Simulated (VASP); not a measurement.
Wanted: the native input for a VASP 6.6.1 run.

* Task: single point
* Functional: r2SCAN
* Potentials or basis: VASP PAW PBE potentials, release 64 (Nb_sv)
* Cutoff: 520 eV
* k mesh: 11 × 11 × 11
* Occupations: fermi-dirac, width 0.05 eV
* Spin: no spin polarisation
* Dipole correction: no
* Further INCAR settings: ALGO = Normal; EDIFF = 1e-07; NBANDS = 12

The system is Nb.

```
CELL_PARAMETERS angstrom
0.00000 2.12901 2.12901
2.12901 0.00000 2.12901
2.12901 2.12901 0.00000
ATOMIC_POSITIONS crystal
Nb 0.00000 0.00000 0.00000
```

The input as run:

POSCAR

```
Nb
1.0
    0.0000000000      2.1290070307      2.1290070307
    2.1290070307      0.0000000000      2.1290070307
    2.1290070307      2.1290070307      0.0000000000
Nb
1
Direct
    0.0000000000      0.0000000000      0.0000000000
```

INCAR.step1

```
PREC = Accurate ; ENCUT = 520
ISMEAR = -1 ; SIGMA = 0.05
LREAL = F ; LASPH = T
NELM = 100 ; NBANDS = 12
GGA = PE ; ALGO = Normal
EDIFF = 1E-4 ; LWAVE = T
LCHARG = F
```

INCAR.step2

```
PREC = Accurate ; ENCUT = 520
EDIFF = 1E-7 ; ISMEAR = -1
SIGMA = 0.05 ; LREAL = F
LASPH = T ; NELM = 100
ALGO = Normal ; ISIF = 2
LWAVE = F ; LCHARG = F
METAGGA = R2SCAN ; LMIXTAU = T
NBANDS = 12 ; ISTART = 1
```

KPOINTS

```
Automatic mesh
0
Gamma
  11 11 11
```

Potentials or basis: VASP PAW PBE potentials, release 64 (Nb_sv).

Run with:

```console
$ cat potpaw_PBE.64/Nb_sv/POTCAR > POTCAR
$ cp INCAR.step1 INCAR
$ mpirun -np 1 vasp_std > vasp.out
$ cp INCAR.step2 INCAR
$ mpirun -np 1 vasp_std > vasp.out
```

It gave:

| Quantity | Value |
| --- | --- |
| Pressure | -5.6 GPa |

Caveat: the PAW data sets were made with another functional, which shifts forces and pressure a little.

Wall time 100 s on 1 thread of AMD EPYC 7R13 (shared host), peak memory 0.12 GiB.
